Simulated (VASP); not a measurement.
Crystal: Sc3Te2.

```
CELL_PARAMETERS angstrom
4.67246 0.00000 0.00000
-2.33623 4.04647 0.00000
0.00000 0.00000 6.56108
ATOMIC_POSITIONS crystal
Sc 0.50000 0.00000 0.00000
Sc 0.00000 0.50000 0.00000
Sc 0.50000 0.50000 0.00000
Te 0.33333 0.66667 0.50000
Te 0.66667 0.33333 0.50000
```

```yaml
Program: VASP 6.6.1
Task: relaxation of cell and atoms
Functional: PBE
Potentials_or_basis: VASP PAW PBE potentials, release 64 (Sc_sv, Te)
Cutoff: 600 eV
k_mesh: 6 × 6 × 4
Occupations: gaussian, width 0.1 eV
Spin: no spin polarisation
```

At the start: pressure 20.9 GPa; volume 24.81 Å³/atom.

Q: Where does the relaxation end?

A: Over 8 steps the energy falls by 2197.8 meV/atom and the volume is 35.02 Å³/atom (+41.1 %); space group P6/mmm (No. 191, to 0.05 Å).

Step by step:
| step | energy change (eV) | largest force (eV/Å) | pressure (GPa) | volume (Å³) |
| --- | --- | --- | --- | --- |
| 1 | 0.0000 | 0.0000 | 20.89 | 124.05 |
| 2 | -7.2360 | 0.0000 | -3.21 | 185.53 |
| 3 | -7.4894 | 0.0000 | -4.43 | 195.60 |
| 4 | -7.8034 | 0.0000 | -5.95 | 215.99 |
| 5 | -10.8911 | 0.0000 | -2.07 | 182.09 |
| 6 | -10.9692 | 0.0000 | -0.99 | 178.14 |
| 7 | -10.9411 | 0.0000 | 1.77 | 169.98 |
| 8 | -10.9890 | 0.0000 | -0.05 | 175.08 |

Final structure:
```xyz
5
Lattice="6.8615 0.0000 0.0000 -3.4307 5.9422 0.0000 0.0000 0.0000 4.2941" Properties=species:S:1:pos:R:3 pbc="T T T"
Sc    3.4307    0.0000    0.0000
Sc   -1.7154    2.9711    0.0000
Sc    1.7154    2.9711    0.0000
Te    0.0000    3.9615    2.1470
Te    3.4307    1.9807    2.1470
```

Caveat: the volume moved by over 15 % at a fixed basis, so the end points are rough.
